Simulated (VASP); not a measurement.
A run of VASP 6.6.1:

Contents of INCAR:

```
SYSTEM = SiO2
ALGO = Normal
EDIFF = 1E-6
ENCUT = 910
GGA = CA
GGA_COMPAT = .False.
ISIF = 2
ISMEAR = 0
LASPH = .True.
LCHARG = .True.
LELF = .True.
LREAL = .False.
LVHAR = .True.
LWAVE = .False.
NBANDS = 25
NELM = 120
PREC = Accurate
SIGMA = 0.05
```

KPOINTS

```
k-points
0
Gamma
  6 6 8
  0 0 0
```

Contents of POSCAR:

```
SiO2
1.0
    4.1801000000      0.0000000000      0.0000000000
    0.0000000000      4.1801000000      0.0000000000
    0.0000000000      0.0000000000      2.4697000000
Si O
2 4
Direct
    0.5000000000      0.5000000000      0.5000000000
    0.0000000000      0.0000000000      0.0000000000
    0.6944252994      0.6944252994      0.0000000000
    0.1944252994      0.8055747006      0.5000000000
    0.3055747006      0.3055747006      0.0000000000
    0.8055747006      0.1944252994      0.5000000000
```

Potentials or basis: VASP PAW LDA potentials, release 64 (Si, O_h).

Command:

```bash
$ cat potpaw_LDA.64/Si/POTCAR potpaw_LDA.64/O_h/POTCAR > POTCAR
$ mpirun -np 1 vasp_std > vasp.out
```

Hardware: 1 thread of Intel(R) Xeon(R) Platinum 8259CL CPU @ 2.50GHz (Skylake/Cascade Lake), with other jobs on the host.

**Question.** Estimate the wall time of this run.

**Answer.** Run time: 93 s on 1 thread of Intel(R) Xeon(R) Platinum 8259CL CPU @ 2.50GHz (Skylake/Cascade Lake) (shared host), peak memory 0.22 GiB. Counts: scf iterations 13, k points 50.
